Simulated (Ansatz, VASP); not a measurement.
**Two plane-wave programs on SrTiO3**

```
CELL_PARAMETERS angstrom
3.94710 0.00000 0.00000
0.00000 3.94710 0.00000
0.00000 0.00000 3.94710
ATOMIC_POSITIONS crystal
Sr 0.00000 0.00000 0.00000
Ti 0.50000 0.50000 0.50000
O 0.00000 0.50000 0.50000
O 0.50000 0.00000 0.50000
O 0.50000 0.50000 0.00000
```

Alike in both runs: functional PBE; k mesh 8 × 8 × 8; occupations gaussian, width 0.02 eV; no spin polarisation; Hubbard terms Ti d U = 4.0 eV.

Ansatz relaxed the structure, and its values are those at the end. VASP's run is a single point on that final structure, the one shown.

|  | VASP | Ansatz |
| --- | --- | --- |
| version | VASP 6.6.1 | Ansatz 0.2.0 |
| potentials or method | VASP PAW PBE potentials, release 64 (Sr_sv, Ti_sv, O), cutoff 520 eV | scalar-relativistic, plane waves, PAW |
| valence electrons in the cell | 40 | 40 |

|  | VASP | Ansatz | Ansatz less VASP |
| --- | --- | --- | --- |
| gap on the k mesh at the Fermi level (eV) | 2.31 | 2.30 | -0.010 |
| least direct gap on the mesh (eV) | 2.74 | 2.72 | -0.016 |
| pressure (GPa) | 2.7 | 0.0 | -2.70 |

The programs project onto different local orbitals, so the same U acts differently, and such runs can settle in different states.
